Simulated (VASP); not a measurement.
Here is a VASP 6.6.1 calculation.

INCAR

```
SYSTEM = AlCo
  PREC = Accurate
  ENCUT = 520
  EDIFF = 1E-6
  ISMEAR = 0
  SIGMA = 0.1
  LREAL = .FALSE.
  LASPH = .TRUE.
  NELM = 80
  ALGO = Normal
  ISIF = 2
  LWAVE = .FALSE.
  LCHARG = .FALSE.
  GGA = PS
  NBANDS = 13
```

Contents of KPOINTS:

```
regular mesh
0
G
  14 14 14
  0 0 0
```

Contents of POSCAR:

```
AlCo
1.0
    2.8227887640      0.0000000000      0.0000000000
    0.0000000000      2.8227887640      0.0000000000
    0.0000000000      0.0000000000      2.8227887640
Al Co
1 1
Direct
    0.0000000000      0.0000000000      0.0000000000
    0.5000000000      0.5000000000      0.5000000000
```

Potentials or basis: VASP PAW PBE potentials, release 64 (Al, Co).

Command:

```bash
$ cat potpaw_PBE.64/Al/POTCAR potpaw_PBE.64/Co/POTCAR > POTCAR
$ mpirun -np 1 vasp_std > vasp.out
```

Question: Predict the band gap on the k mesh.

Answer: Zero (band 6 reaches 13.20 eV, above the bottom of band 7 at 10.57 eV).

Question: Estimate the pressure.

Answer: 0.1 GPa.

Caveat: the PAW data sets were made with another functional, which shifts forces and pressure a little. Spin polarisation is off, so any magnetic state and its effect on volume and gap are missing.
